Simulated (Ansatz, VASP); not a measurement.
**Al2Zn: VASP beside Ansatz**

File INCAR:

```
  ALGO = Normal
  EDIFF = 1E-6
  ENCUT = 500
  GGA_COMPAT = False
  ISIF = 2
  ISMEAR = 0
  LASPH = True
  LCHARG = False
  LREAL = False
  LWAVE = False
  NBANDS = 16
  NELM = 120
  PREC = Accurate
  SIGMA = 0.1
```

Contents of KPOINTS:

```
k-points
0
Gamma
  9 9 4
```

POSCAR

```
Al2Zn
1.0
    2.8013130618      0.0000000000      0.0000000000
   -1.4006565309      2.4260082755      0.0000000000
    0.0000000000      0.0000000000      6.8219363100
Al Zn
2 1
Direct
    0.3333333300      0.6666666700      0.3315122500
    0.6666666700      0.3333333300      0.6684877500
    0.0000000000      0.0000000000      0.0000000000
```

Input for Ansatz:

```yaml
crystal:
  lattice:
    - [2.8013130618, 0.0, 0.0]
    - [-1.4006565309, 2.4260082755, 0.0]
    - [0.0, 0.0, 6.82193631]
  atoms:
    - { symbol: Al, position: [0.33333333, 0.66666667, 0.33151225] }
    - { symbol: Al, position: [0.66666667, 0.33333333, 0.66848775] }
    - { symbol: Zn, position: [0.0, 0.0, 0.0] }
basis:
  ecutwfc: 520.0
kpoints:
  mp_grid: { grid: [9, 9, 4] }
hamiltonian:
  xc: lda
  pseudopotentials: { kind: paw }
scf:
  occupations: { method: gaussian, width: 0.1 }
output:
  forces: true
  stress: true
  eigenvalues: true
```

Alike in both runs: task single point; functional LDA; k mesh 9 × 9 × 4; occupations gaussian, width 0.1 eV; no spin polarisation.

|  | VASP | Ansatz |
| --- | --- | --- |
| version | VASP 6.6.1 | Ansatz 0.2.0 |
| potentials or method | VASP PAW LDA potentials, release 64 (Al, Zn), cutoff 500 eV | scalar-relativistic, plane waves, PAW |
| valence electrons in the cell | 18 | 18 |

Ansatz gave:

- gap on the k mesh at the Fermi level (eV): none
- pressure (GPa): -2.0
- traceless stress, the component that is largest in VASP (GPa): 2.53
- rms of the force components (eV/Å): 0.158

**Question.** Estimate VASP's values.

**Answer.** gap on the k mesh at the Fermi level (eV): none; pressure (GPa): -1.8; traceless stress, the component that is largest in VASP (GPa): 2.56; rms of the force components (eV/Å): 0.154.

LDA's correlation is that of Perdew and Zunger in VASP and of Perdew and Wang (1992) in Ansatz. Atom by atom the forces differ by 0.004 eV/Å (rms over components). A gap of «none» marks a metal or a gap that the smearing closes.
